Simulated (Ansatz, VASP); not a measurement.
Sb: VASP beside Ansatz

POSCAR

```
Sb
1.0
    2.1542000000      1.2437279499      3.7580000000
   -2.1542000000      1.2437279499      3.7580000000
    0.0000000000     -2.4874558998      3.7580000000
Sb
2
Direct
    0.7665100000      0.7665100000      0.7665100000
    0.2334900000      0.2334900000      0.2334900000
```

The input INCAR.step1:

```
PREC = Accurate ; ENCUT = 600
EDIFF = 1E-5 ; ISMEAR = -1
SIGMA = 0.05 ; LREAL = F
LASPH = T ; NELM = 100
ALGO = Normal ; LWAVE = T
LCHARG = F ; GGA = PE
NBANDS = 12
```

The input INCAR.step2:

```
PREC = Accurate ; ENCUT = 600
EDIFF = 1E-6 ; ISMEAR = -1
SIGMA = 0.05 ; LREAL = F
LASPH = T ; NELM = 100
ALGO = Normal ; ISIF = 3
LWAVE = F ; LCHARG = F
GGA = PS ; LHFCALC = T
AEXX = 0.25 ; HFSCREEN = 0.207
PRECFOCK = Normal ; IBRION = 2
NSW = 60 ; EDIFFG = -0.01
ISTART = 1
```

The input KPOINTS:

```
Automatic mesh
0
Gamma
  4 4 4
```

File input.yaml:

```yaml
crystal:
  lattice:
    - [2.1542, 1.2437279499, 3.758]
    - [-2.1542, 1.2437279499, 3.758]
    - [0.0, -2.4874558998, 3.758]
  atoms:
    - { symbol: Sb, position: [0.76651, 0.76651, 0.76651] }
    - { symbol: Sb, position: [0.23349, 0.23349, 0.23349] }
hamiltonian:
  xc:
    exchange: hjs_pbesol
    correlation: pbesol
    exx: { coeff: 0.25, omega: 0.207 }
  pseudopotentials: { kind: paw }
kpoints:
  mp_grid: { grid: [4, 4, 4] }
scf:
  occupations: { method: fermi_dirac, width: 0.05 }
output:
  forces: true
  stress: true
relax:
  f_tol: 0.01
  max_steps: 40
  cell: { stress_tol: 0.05 }
```

Alike in both runs: task relaxation of cell and atoms; functional PBEsol-based screened hybrid; k mesh 4 × 4 × 4; occupations fermi-dirac, width 0.05 eV; no spin polarisation.

|  | VASP | Ansatz |
| --- | --- | --- |
| version | VASP 6.6.1 | Ansatz 0.2.0 |
| potentials or method | VASP PAW PBE potentials, release 64 (Sb) | Ansatz PAW |
| plane-wave cutoff (eV) | 600 | 420 |
| valence electrons in the cell | 10 | 30 |

|  | VASP | Ansatz | Ansatz less VASP |
| --- | --- | --- | --- |
| gap on the k mesh at the Fermi level, each at its own relaxed structure (eV) | 0.30 | 0.31 | +0.008 |
| relaxed volume (Å³/atom) | 29.78 | 30.18 | +0.393 |
| relaxed cell length with the largest relative difference (Å) | 4.471 | 4.491 | +0.0195 |

VASP's potentials were made for PBE, not for PBEsol-based screened hybrid. VASP's potentials hold 10 valence electrons a cell and Ansatz's 30, so a difference there can come from the potentials and not from the codes.

The k mesh is coarse, so the values compare programs but aren't converged. Neither program's run includes spin-orbit coupling. Noted on Ansatz's run: the plane-wave basis is chosen anew once the cell has moved, so the energies of steps on either side of that aren't comparable.
